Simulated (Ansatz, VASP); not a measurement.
**One calculation of C, two programs**

```
C
1.0
     0.00000    1.42317   -3.36139
    -2.46500    0.00000    0.00000
     1.43791   10.47422    3.54913
C
10
Direct
  0.51570 0.05053 0.77235
  0.76292 0.63464 0.05939
  0.95111 0.23862 0.23763
  0.13931 0.84259 0.41587
  0.32750 0.44656 0.59411
  0.82528 0.16933 0.11885
  0.01347 0.77330 0.29709
  0.20167 0.37728 0.47533
  0.38986 0.98125 0.65357
  0.57805 0.58522 0.83181
```

Alike in both runs: task single point; functional PBE; dispersion D3(BJ); k mesh 7 × 11 × 3; occupations gaussian, width 0.05 eV; no spin polarisation.

```csv
,VASP,Ansatz
version,VASP 6.6.1,Ansatz 0.2.0
potentials or method,"VASP PAW PBE potentials, release 64 (C), cutoff 520 eV","scalar-relativistic, plane waves, PAW"
valence electrons in the cell,40,40
```

Ansatz gave:

| Quantity | Value |
| --- | --- |
| gap on the k mesh at the Fermi level (eV) | none |
| pressure (GPa) | -5.6 |
| traceless stress, the component that is largest in VASP (GPa) | -6.54 |
| rms of the force components (eV/Å) | 0.869 |

Task: Which values does VASP return?

Result: gap on the k mesh at the Fermi level (eV): none; pressure (GPa): -5.2; traceless stress, the component that is largest in VASP (GPa): -6.38; rms of the force components (eV/Å): 0.869.

Atom by atom the forces differ by 0.012 eV/Å (rms over components). A gap of «none» marks a metal or a gap that the smearing closes.
